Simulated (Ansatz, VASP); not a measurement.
Two plane-wave programs on HfN

The input INCAR:

```
  ALGO = Normal
  EDIFF = 1E-6
  ENCUT = 600
  GGA = PS
  GGA_COMPAT = False
  ISIF = 2
  ISMEAR = 0
  LASPH = True
  LCHARG = False
  LREAL = False
  LWAVE = False
  NBANDS = 14
  NELM = 120
  PREC = Accurate
  SIGMA = 0.15
```

Contents of KPOINTS:

```
k-points
0
Gamma
  22 22 22
```

The input POSCAR:

```
HfN
1.0
    0.0000000000      2.1945063640      2.1382369700
    2.1945063640      0.0000000000      2.1382369700
    2.1945063640      2.1945063640      0.0000000000
Hf N
1 1
Direct
    0.0000000000      0.0000000000      0.0000000000
    0.5000000000      0.5000000000      0.5000000000
```

Input for Ansatz:

```yaml
crystal:
  lattice:
    - [0.0, 2.194506364, 2.13823697]
    - [2.194506364, 0.0, 2.13823697]
    - [2.194506364, 2.194506364, 0.0]
  atoms:
    - { symbol: Hf, position: [0.0, 0.0, 0.0] }
    - { symbol: "N", position: [0.5, 0.5, 0.5] }
basis:
  ecutwfc: 420
kpoints:
  mp_grid: { grid: [22, 22, 22] }
hamiltonian:
  xc: pbesol
scf:
  occupations: { method: gaussian, width: 0.15 }
output:
  forces: true
  stress: true
  eigenvalues: true
```

Change from the starting cell: strain -0.025 along x and y, -0.050 along z, atoms carried along.

Alike in both runs: task single point; functional PBEsol; k mesh 22 × 22 × 22; occupations gaussian, width 0.15 eV; no spin polarisation.

```csv
,VASP,Ansatz
version,VASP 6.6.1,Ansatz 0.2.0
potentials or method,"VASP PAW PBE potentials, release 64 (Hf_pv, N), cutoff 600 eV","scalar-relativistic, plane waves, PAW"
valence electrons in the cell,15,31
```

VASP gave:

```
gap on the k mesh at the Fermi level (eV)                     : none
pressure (GPa)                                                : 34.3
traceless stress, the component that is largest in VASP (GPa) : 14.83
```

Problem. Estimate Ansatz's values.

Solution. gap on the k mesh at the Fermi level (eV): none; pressure (GPa): 36.5; traceless stress, the component that is largest in VASP (GPa): 14.74.

VASP's potentials were made for PBE, not for PBEsol. A gap of «none» marks a metal or a gap that the smearing closes. Both programs put the cell under a high pressure, so it lies far from rest at this level. The functional is the same, so the differences come from potentials, cutoffs and numerics. VASP's potentials hold 15 valence electrons a cell and Ansatz's 31, so a difference there can come from the potentials and not from the codes.

Spin-orbit coupling is off throughout.
